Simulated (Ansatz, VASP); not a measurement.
**One calculation of SiC16, two programs**

```
CELL_PARAMETERS angstrom
4.92987 0.00000 0.00000
0.00000 4.42243 0.00000
0.00000 0.00000 22.69375
ATOMIC_POSITIONS crystal
C 0.25000 0.41553 0.17626
C 0.75000 0.41553 0.17626
C 0.00000 0.51956 0.20018
C 0.50000 0.51956 0.20018
C 0.00000 0.72722 0.24809
C 0.50000 0.72722 0.24809
C 0.25000 0.83125 0.27201
C 0.75000 0.83125 0.27201
C 0.25000 0.04421 0.31987
C 0.75000 0.04421 0.31987
C 0.00000 0.15008 0.34260
C 0.50000 0.15008 0.34260
C 0.00000 0.37798 0.39006
C 0.50000 0.37798 0.39006
C 0.25000 0.47642 0.40953
C 0.75000 0.47642 0.40953
Si 0.25000 0.64309 0.53291
```

Alike in both runs: task single point; functional PBE; dispersion D3(BJ); k mesh 6 × 6 × 1; occupations gaussian, width 0.05 eV; collinear spin.

|  | VASP | Ansatz |
| --- | --- | --- |
| version | VASP 6.6.1 | Ansatz 0.2.0 |
| potentials or method | VASP PAW PBE potentials, release 64 (C, Si), cutoff 520 eV | scalar-relativistic, plane waves, PAW |
| valence electrons in the cell | 68 | 68 |

VASP gave:

| Item | Value |
| --- | --- |
| gap on the k mesh at the Fermi level (eV) | none |
| rms of the force components (eV/Å) | 1.097 |
| net moment per atom (μB) | 0.14 |
| size of the moment on the site where the two differ most (μB) | 0.32 |
| work function, face that differs most (eV) | 4.77 |

Question: Which values does Ansatz return?

Answer: gap on the k mesh at the Fermi level (eV): none; rms of the force components (eV/Å): 1.094; net moment per atom (μB): 0.14; size of the moment on the site where the two differ most (μB): 0.53; work function, face that differs most (eV): 5.00.

Site moments also hang on the region over which each program counts them. Atom by atom the forces differ by 0.026 eV/Å (rms over components). A gap of «none» marks a metal or a gap that the smearing closes.
